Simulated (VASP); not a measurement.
# LiHF2 (R-3m) in VASP: further runs

The runs below take LiHF2 through single point, with LDA.

Everything below comes from runs of VASP 6.6.1. Logs are shortened: lines on timing, memory, paths and dates and some standing lists are left out, and cuts for length are marked.

### Step 1. The cell of the first run

Symmetry: R-3m, No. 166, trigonal system. Conventional cell: a = 2.886 Å, b = 2.886 Å, c = 13.638 Å, α = 90.00°, β = 90.00°, γ = 120.00°. Within 2.6 Å of Li (site symmetry -3m) lie 6 F at 1.99 Å. H (site symmetry -3m) has 2 F at 1.19 Å within 1.6 Å. F (site symmetry 3m) has 1 H at 1.19 Å within 1.6 Å.

### Step 2. Single point, LDA (strain +0.0500 x Voigt [0, 0, 1, 0, 0, 0])

The input, INCAR:

```
SYSTEM = LiHF2
PREC = Accurate ; ENCUT = 520
EDIFF = 1E-6 ; ISMEAR = 0
SIGMA = 0.05 ; LREAL = .FALSE.
LASPH = .TRUE. ; NELM = 60
ALGO = Normal ; ISIF = 2
LWAVE = .FALSE. ; LCHARG = .TRUE.
GGA = CA ; LELF = .TRUE.
LVHAR = .TRUE. ; NBANDS = 17
```

The input, KPOINTS:

```
regular mesh
0
G
  9 9 9
  0 0 0
```

The input, POSCAR:

```
LiHF2
1.0
    1.4427881604      0.8329941328      4.5460915858
   -1.4427881604      0.8329941328      4.5460915858
    0.0000000000     -1.6659882656      4.5460915858
Li H F
1 1 2
Direct
    0.0000000000      0.0000000000      0.0000000000
    0.5000000000      0.5000000000      0.5000000000
    0.4125119035      0.4125119035      0.4125119035
    0.5874880965      0.5874880965      0.5874880965
```

Potentials or basis: VASP PAW LDA potentials, release 64 (Li_sv, H, F).

On the command line:

```bash
$ cat potpaw_LDA.64/Li_sv/POTCAR potpaw_LDA.64/H/POTCAR potpaw_LDA.64/F/POTCAR > POTCAR
$ mpirun -np 1 vasp_std > vasp.out
```

OUTCAR:

```text
SYSTEM = LiHF2
   PREC = Accurate
   ENCUT = 520
   EDIFF = 1E-6
   ISMEAR = 0
   LREAL = .FALSE.
   LASPH = .TRUE.
   NELM = 60
   ISIF = 2
   GGA = CA

 ion  position               nearest neighbor table
   1  0.000  0.000  0.000-   4 1.99   4 1.99   3 1.99   3 1.99   4 1.99   3 1.99
   2  0.500  0.500  0.500-   3 1.19   4 1.19
   3  0.413  0.413  0.413-   2 1.19   1 1.99   1 1.99   1 1.99
   4  0.587  0.587  0.587-   2 1.19   1 1.99   1 1.99   1 1.99

  LATTYP: Found a trigonal (rhomboedric) cell.
 ALAT       =     4.8417420013
 COS(alpha) =     0.8224045448

  Lattice vectors:

 A1 = (   1.4427881604,   0.8329941328,   4.5460915858)
 A2 = (  -1.4427881604,   0.8329941328,   4.5460915858)
 A3 = (   0.0000000000,  -1.6659882656,   4.5460915858)

Analysis of symmetry for initial positions (statically):
=====================================================================
 Subroutine PRICEL returns:
 Original cell was already a primitive cell.

 Routine SETGRP: Setting up the symmetry group for a
 trigonal (rhombohedral) supercell.

 Subroutine GETGRP returns: Found 12 space group operations
 (whereof 12 operations were pure point group operations)
 out of a pool of 12 trial point group operations.

The static configuration has the point symmetry D_3d.

Analysis of symmetry for dynamics (positions and initial velocities):
=====================================================================
 Subroutine PRICEL returns:
 Original cell was already a primitive cell.

 Routine SETGRP: Setting up the symmetry group for a
 trigonal (rhombohedral) supercell.

 Subroutine GETGRP returns: Found 12 space group operations
 (whereof 12 operations were pure point group operations)
 out of a pool of 12 trial point group operations.

The dynamic configuration has the point symmetry D_3d.

 Subroutine INISYM returns: Found 12 space group operations
 (whereof 12 operations are pure point group operations),
 and found     1 'primitive' translations

----------------------------------------------------------------------------------------

                                     Primitive cell

  volume of cell :      32.7819

  direct lattice vectors                    reciprocal lattice vectors
     1.442788160  0.832994133  4.546091586     0.346551222  0.200081441  0.073323057
    -1.442788160  0.832994133  4.546091586    -0.346551222  0.200081441  0.073323057
     0.000000000 -1.665988266  4.546091586     0.000000000 -0.400162883  0.073323057

  length of vectors
     4.841742001  4.841742001  4.841742001     0.406825028  0.406825028  0.406825028

  position of ions in fractional coordinates (direct lattice)
     0.000000000  0.000000000  0.000000000
     0.500000000  0.500000000  0.500000000
     0.412511903  0.412511903  0.412511903
     0.587488097  0.587488097  0.587488097

  ion indices of the primitive-cell ions
   primitive index   ion index
                 1           1
                 2           2
                 3           3
                 4           4

----------------------------------------------------------------------------------------

 KPOINTS: regular mesh

Automatic generation of k-mesh.
 Grid dimensions read from file:
 generate k-points for:    9    9    9

 Generating k-lattice:

  Cartesian coordinates                     Fractional coordinates (reciprocal lattice)
     0.038505691  0.022231271  0.008147006     0.111111111  0.000000000 -0.000000000
    -0.038505691  0.022231271  0.008147006     0.000000000  0.111111111 -0.000000000
     0.000000000 -0.044462543  0.008147006    -0.000000000 -0.000000000  0.111111111

  Length of vectors
     0.045202781  0.045202781  0.045202781

  Shift w.r.t. Gamma in fractional coordinates (k-lattice)
     0.000000000  0.000000000  0.000000000

 Subroutine IBZKPT returns following result:
 ===========================================

 Found     85 irreducible k-points:

 Following reciprocal coordinates:
            Coordinates               Weight
  0.000000  0.000000  0.000000      1.000000
  0.111111  0.000000 -0.000000      6.000000
  0.222222  0.000000  0.000000      6.000000
  0.333333  0.000000 -0.000000      6.000000
  0.444444  0.000000  0.000000      6.000000
  0.111111  0.111111 -0.000000      6.000000
[... 16 lines left out ...]
 -0.333333  0.333333  0.000000      6.000000
  0.444444  0.444444  0.000000      6.000000
 [... further k-points ...]
   k-points           NKPTS =     85   k-points in BZ     NKDIM =     85   number of bands    NBANDS=     17
   number of dos      NEDOS =    301   number of ions     NIONS =      4
   total plane-waves  NPLWV =  46656
   dimension x,y,z NGX =    36 NGY =   36 NGZ =   36
   dimension x,y,z NGXF=    72 NGYF=   72 NGZF=   72
   ions per type =               1   1   2
   NGX,Y,Z   is equivalent  to a cutoff of  12.36, 12.36, 12.36 a.u.
   NGXF,Y,Z  is equivalent  to a cutoff of  24.72, 24.72, 24.72 a.u.
 SYSTEM =  LiHF2
   PREC   = accura    normal or accurate (medium, high low for compatibility)
   ISTART =      0    job   : 0-new  1-cont  2-samecut
   ICHARG =      2    charge: 1-file 2-atom 10-const
   ISPIN  =      1    spin polarized calculation?
   LNONCOLLINEAR =      F non collinear calculations
   LSORBIT =      F    spin-orbit coupling
   LASPH  =      T    aspherical Exc in radial PAW
   ENCUT  =  520.0 eV  38.22 Ry    6.18 a.u.   9.00  9.00  9.00*2*pi/ulx,y,z
   NELM   =     60;   NELMIN=  2; NELMDL= -5     # of ELM steps
   EDIFF  = 0.1E-05   stopping-criterion for ELM
   LREAL  =      F    real-space projection
   EDIFFG = 0.1E-04   stopping-criterion for IOM
   NSW    =      0    number of steps for IOM
   IBRION =     -1    ionic relax: 0-MD 1-quasi-New 2-CG
   NFREE  =      0    steps in history (QN), initial steepest desc. (CG)
   ISIF   =      2    stress and relaxation
   ISYM   =      2    0-nonsym 1-usesym 2-fastsym
   POTIM  = 0.5000    time-step for ionic-motion
   TEBEG  =    0.0;   TEEND  =   0.0 temperature during run
   PSTRESS=    0.0 pullay stress
   NELECT =      18.0000    total number of electrons
   NUPDOWN=      -1.0000    fix difference up-down
   EMIN   =  10.00;   EMAX   =-10.00  energy-range for DOS
   EFERMI =   0.00;   METHOD = LEGACY
   ISMEAR =     0;   SIGMA  =   0.05  broadening in eV -4-tet -1-fermi 0-gaus
   EFERMI_NEDOS =   21; number of points for ismear=-14 and -15
   IALGO  =     38    algorithm
   IMIX   =      4    mixing-type and parameters
     AMIX     =   0.40;   BMIX     =  1.00
     AMIX_MAG =   1.60;   BMIX_MAG =  1.00
  volume/ion in A,a.u.               =       8.20        55.31
  Fermi-wavevector in a.u.,A,eV,Ry     =   1.340564  2.533299 24.451206  1.797113
  Thomas-Fermi vector in A             =   2.468867
   LORBIT       =      0    0 simple, 1 ext, 2 COOP (PROOUT), +10 PAW based schemes
   GGA     = CA    functional components
   LHFCALC =     F    Hartree Fock is set to
   AEXX    =    0.0000 exact exchange contribution
   IVDW    =     0    specifies the selected vdW correction
   LEPSILON=     F    determine dielectric tensor
   LRPA    =     F    only Hartree local field effects (RPA)
 non-spin polarized calculation
 Gauss-broadening in eV      SIGMA  =   0.05
  energy-cutoff  :      520.00
  volume of cell :       32.78
 maximum number of plane-waves:       905
   NGX = 17   NGY = 17   NGZ = 17

 number of electron      18.0000010 magnetization

 Free energy of the ion-electron system (eV)
  ---------------------------------------------------
  ext. energy  EPLUGINS =         0.00000000
  ---------------------------------------------------
  free energy    TOTEN  =       -19.73583707 eV

  energy without entropy =      -19.73583707  energy(sigma->0) =      -19.73583707

 E-fermi :  -2.6762     XC(G=0):  -9.9852

 val. band max:       -2.8850207896   @ k =   0.4444   0.4444   0.4444
 cond. band min:       4.8058045851   @ k =   0.0000   0.0000   0.0000
 fundamental gap:      7.6908253748
 Fermi energy:        -2.6762325103

 k-point     1 :       0.0000    0.0000    0.0000
  band No.  band energies     occupation
      1     -42.2797      2.00000
      2     -23.4194      2.00000
      3     -22.2339      2.00000
      4      -8.4574      2.00000
      5      -3.4378      2.00000
      6      -3.1779      2.00000
[... 9 lines left out ...]
     16      21.3448      0.00000
     17      21.3448      0.00000

 k-point     2 :       0.1111    0.0000   -0.0000
  band No.  band energies     occupation
      1     -42.2748      2.00000
      2     -23.3766      2.00000
      3     -22.2073      2.00000
      4      -8.3895      2.00000
      5      -3.5968      2.00000
      6      -3.4174      2.00000
[... 9 lines left out ...]
     16      18.8244      0.00000
     17      21.3021      0.00000

 k-point     3 :       0.2222    0.0000    0.0000
  band No.  band energies     occupation
      1     -42.2625      2.00000
      2     -23.2647      2.00000
      3     -22.1411      2.00000
      4      -8.2152      2.00000
      5      -4.2996      2.00000
      6      -3.7746      2.00000
[... 9 lines left out ...]
     16      17.0814      0.00000
     17      21.0333      0.00000

 k-point     4 :       0.3333    0.0000   -0.0000
  band No.  band energies     occupation
      1     -42.2484      2.00000
      2     -23.1310      2.00000
      3     -22.0657      2.00000
      4      -8.0167      2.00000
      5      -5.0023      2.00000
      6      -4.2847      2.00000
[... 9 lines left out ...]
     16      16.8868      0.00000
     17      19.7637      0.00000

 k-point     5 :       0.4444    0.0000    0.0000
  band No.  band energies     occupation
      1     -42.2392      2.00000
      2     -23.0398      2.00000
      3     -22.0173      2.00000
      4      -7.8912      2.00000
      5      -5.4182      2.00000
      6      -4.5855      2.00000
[... 9 lines left out ...]
     16      16.7703      0.00000
     17      18.4238      0.00000

 k-point     6 :       0.1111    0.1111   -0.0000
  band No.  band energies     occupation
      1     -42.2748      2.00000
      2     -23.3689      2.00000
      3     -22.2180      2.00000
      4      -8.3563      2.00000
      5      -3.5859      2.00000
      6      -3.4422      2.00000
[... 9 lines left out ...]
     16      18.6869      0.00000
     17      21.5742      0.00000

 k-point     7 :       0.2222    0.1111   -0.0000
  band No.  band energies     occupation
      1     -42.2662      2.00000
      2     -23.2840      2.00000
      3     -22.1818      2.00000
      4      -8.2044      2.00000
      5      -4.0699      2.00000
      6      -3.7180      2.00000
[... 9 lines left out ...]
     16      17.4139      0.00000
     17      21.4580      0.00000

 k-point     8 :       0.3333    0.1111   -0.0000
  band No.  band energies     occupation
      1     -42.2530      2.00000
      2     -23.1559      2.00000
      3     -22.1164      2.00000
      4      -8.0028      2.00000
      5      -4.7518      2.00000
      6      -4.0668      2.00000
[... 9 lines left out ...]
     16      16.6844      0.00000
     17      20.1809      0.00000
[... 203 lines left out ...]
      1     -42.2423      2.00000
      2     -23.0665      2.00000
      3     -22.0370      2.00000
      4      -7.9196      2.00000
      5      -4.8410      2.00000
      6      -4.6740      2.00000
[... 9 lines left out ...]
     16      16.2333      0.00000
     17      21.7123      0.00000

 k-point    20 :       0.3333    0.3333   -0.0000
  band No.  band energies     occupation
      1     -42.2484      2.00000
      2     -23.0473      2.00000
      3     -22.1736      2.00000
      4      -7.6869      2.00000
      5      -5.0469      2.00000
      6      -4.4063      2.00000
[... 9 lines left out ...]
     16      16.7341      0.00000
     17      20.7318      0.00000

 k-point    21 :       0.4444    0.3333    0.0000
  band No.  band energies     occupation
      1     -42.2414      2.00000
      2     -22.9588      2.00000
      3     -22.1587      2.00000
      4      -7.5258      2.00000
      5      -5.3192      2.00000
      6      -4.5057      2.00000
[... 9 lines left out ...]
     16      16.5861      0.00000
     17      20.3255      0.00000

 k-point    22 :      -0.4444    0.3333    0.0000
  band No.  band energies     occupation
      1     -42.2353      2.00000
      2     -22.9037      2.00000
      3     -22.1161      2.00000
      4      -7.4841      2.00000
      5      -5.3114      2.00000
      6      -4.4419      2.00000
[... 9 lines left out ...]
     16      16.3986      0.00000
     17      20.0726      0.00000

 k-point    23 :      -0.3333    0.3333    0.0000
  band No.  band energies     occupation
      1     -42.2328      2.00000
      2     -22.9115      2.00000
      3     -22.0624      2.00000
      4      -7.5792      2.00000
      5      -5.0470      2.00000
      6      -4.7565      2.00000
[... 9 lines left out ...]
     16      16.3283      0.00000
     17      20.6638      0.00000

 k-point    24 :       0.4444    0.4444    0.0000
  band No.  band energies     occupation
      1     -42.2393      2.00000
      2     -22.9060      2.00000
      3     -22.1849      2.00000
      4      -7.3802      2.00000
      5      -5.5699      2.00000
      6      -4.6261      2.00000
[... 9 lines left out ...]
     16      16.5280      0.00000
     17      20.4560      0.00000

 [... further k-points ...]
[... 5 lines left out ...]
  --------------------------------------------------------------------------------------
  -------------------------------------------------------------------------------------
  Total       -0.2662903     -0.2662903     -3.6926134      0.0000000     -0.0000000      0.0000000
  in kB      -13.0146330    -13.0146330   -180.4722696      0.0000000     -0.0000000      0.0000000
  external PRESSURE =     -68.8338452 kB  Pullay stress =       0.0000000 kB

 VOLUME and BASIS-vectors are now :
 -----------------------------------------------------------------------------
  energy-cutoff  :      520.00
  volume of cell :       32.78
      direct lattice vectors                 reciprocal lattice vectors
     1.442788160  0.832994133  4.546091586     0.346551222  0.200081441  0.073323057
    -1.442788160  0.832994133  4.546091586    -0.346551222  0.200081441  0.073323057
     0.000000000 -1.665988266  4.546091586     0.000000000 -0.400162883  0.073323057

 POSITION                                       TOTAL-FORCE (eV/Angst)
 -----------------------------------------------------------------------------------
      0.00000      0.00000      0.00000         0.000000     -0.000000      0.000000
      0.00000      0.00000      6.81914        -0.000000     -0.000000     -0.000000
      0.00000      0.00000      5.62595         0.000000      0.000000      0.927292
      0.00000      0.00000      8.01232         0.000000     -0.000000     -0.927292
 -----------------------------------------------------------------------------------
    total drift:                               -0.000000      0.000000     -0.000000

  FREE ENERGIE OF THE ION-ELECTRON SYSTEM (eV)
  ---------------------------------------------------
  free  energy   TOTEN  =       -19.7358370676 eV

  energy  without entropy=      -19.7358370676  energy(sigma->0) =      -19.73583707
```

Wall time 30 s (1 thread of Intel Xeon 6975P-C (Granite Rapids), shared host); peak memory 0.18 GiB.

What came out:

```
Free energy            : -19.7358 eV
Largest force          : 0.927 eV/Å
Band gap on the k mesh : 7.69 eV, indirect (least direct gap 7.86 eV)
```

Forces on the atoms (eV/Å):
```
Li   0.000  0.000  0.000
H    0.000  0.000  0.000
F    0.000  0.000  0.927
F    0.000  0.000 -0.927
```

Caveat: the cell differs from its parent crystal (strain +0.0500 x Voigt [0, 0, 1, 0, 0, 0]); the cutoff is under 1.25 times the usual one of these potentials, so pressure, stress and relaxed cells hold a basis-set (Pulay) error.

### Step 3. Single point, LDA (strain +0.0750 x Voigt [0, 0, 1, 0, 0, 0])

The input, INCAR:

```
PREC = Accurate ; ENCUT = 520
EDIFF = 1E-7 ; ISMEAR = 0
SIGMA = 0.05 ; LREAL = F
LASPH = T ; NELM = 80
ALGO = Normal ; ISIF = 2
LWAVE = F ; LCHARG = T
GGA = CA ; LELF = T
LVHAR = T ; NBANDS = 17
```

The input, KPOINTS:

```
Automatic mesh
0
Gamma
  9 9 9
```

The input, POSCAR:

```
LiHF2
1.0
    1.4427881604      0.8329941328      4.6543318617
   -1.4427881604      0.8329941328      4.6543318617
    0.0000000000     -1.6659882656      4.6543318617
Li H F
1 1 2
Direct
    0.0000000000      0.0000000000      0.0000000000
    0.5000000000      0.5000000000      0.5000000000
    0.4125119035      0.4125119035      0.4125119035
    0.5874880965      0.5874880965      0.5874880965
```

Potentials or basis: VASP PAW LDA potentials, release 64 (Li_sv, H, F).

On the command line:

```bash
$ cat potpaw_LDA.64/Li_sv/POTCAR potpaw_LDA.64/H/POTCAR potpaw_LDA.64/F/POTCAR > POTCAR
$ mpirun -np 1 vasp_std > vasp.out
```

Run time: 63 s. Hardware: 1 thread of Intel Xeon 6975P-C (Granite Rapids), shared host; peak memory 0.2 GiB.

It converged, with:

| Item | Value |
| --- | --- |
| Free energy | -19.6321 eV |
| Largest force | 1.283 eV/Å |
| Band gap on the k mesh | 7.39 eV, indirect (least direct gap 7.54 eV) |

Forces on the atoms (eV/Å):
```
Li   0.000  0.000  0.000
H    0.000  0.000  0.000
F    0.000  0.000  1.283
F    0.000  0.000 -1.283
```

Levels at points of the mesh, in eV from the valence-band top:
```tsv
k point	band 6	band 7	band 8	band 9	band 10	band 11	band 12	band 13
(0.00, 0.00, 0.00)	-0.25	-0.25	-0.15	-0.15	7.39	12.48	15.18	17.19
```

Caveat: the cell differs from its parent crystal (strain +0.0750 x Voigt [0, 0, 1, 0, 0, 0]); the cutoff is under 1.25 times the usual one of these potentials, so pressure, stress and relaxed cells hold a basis-set (Pulay) error; forces of over 1 eV/Å act on the atoms, so gaps and moduli don't describe the material at rest. A k mesh can miss the band edges.

(Continued in part 2 of 2.)
